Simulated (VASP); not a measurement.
# Co: single point with revPBE

Co:

```xyz
2
Lattice="2.4434 0.0000 0.0000 -1.2217 2.1160 0.0000 0.0000 0.0000 3.9450" Properties=species:S:1:pos:R:3 pbc="T T T"
Co    0.0000    1.4107    0.9862
Co    1.2217    0.7053    2.9587
```

```json
{"Program": "VASP 6.6.1", "Task": "single point", "Functional": "revPBE", "Potentials or basis": "VASP PAW PBE potentials, release 64 (Co)", "Cutoff": "520 eV", "k mesh": "23 × 23 × 13", "Occupations": "fermi-dirac, width 0.05 eV", "Spin": "collinear spin, ferromagnetic start", "Starting moments": "[1.714, 1.714] μB"}
```

- Pressure: 19.0 GPa
- Net moment: 3.12 μB per cell
- Site moments: Co +1.57 μB
- Valence electrons inside the program's atomic spheres: Co 8.40

Stress tensor (GPa, compression positive):
```
18.87  0.00  0.00
 0.00 18.87  0.00
 0.00  0.00 19.36
```

Levels at points of the mesh, in eV from the Fermi level:
Spin up:
| k point | band 8 | band 9 | band 10 | band 11 | band 12 | band 13 | band 14 | band 15 |
| --- | --- | --- | --- | --- | --- | --- | --- | --- |
| (0.00, 0.00, 0.00) | -1.96 | -1.96 | -0.75 | -0.75 | -0.06 | 6.97 | 22.48 | 25.72 |
Spin down:
| k point | band 4 | band 5 | band 6 | band 7 | band 8 | band 9 | band 10 | band 11 |
| --- | --- | --- | --- | --- | --- | --- | --- | --- |
| (0.00, 0.00, 0.00) | -1.07 | -1.07 | -0.66 | -0.66 | -0.21 | -0.21 | -0.16 | 1.12 |

Wall time 120 s on 1 thread of Intel(R) Xeon(R) 6975P-C (Granite Rapids), on a shared host, peak memory 0.31 GiB.

Caveat: the cell stands under pressure; the PAW data sets were made with another functional, which shifts forces and pressure a little.
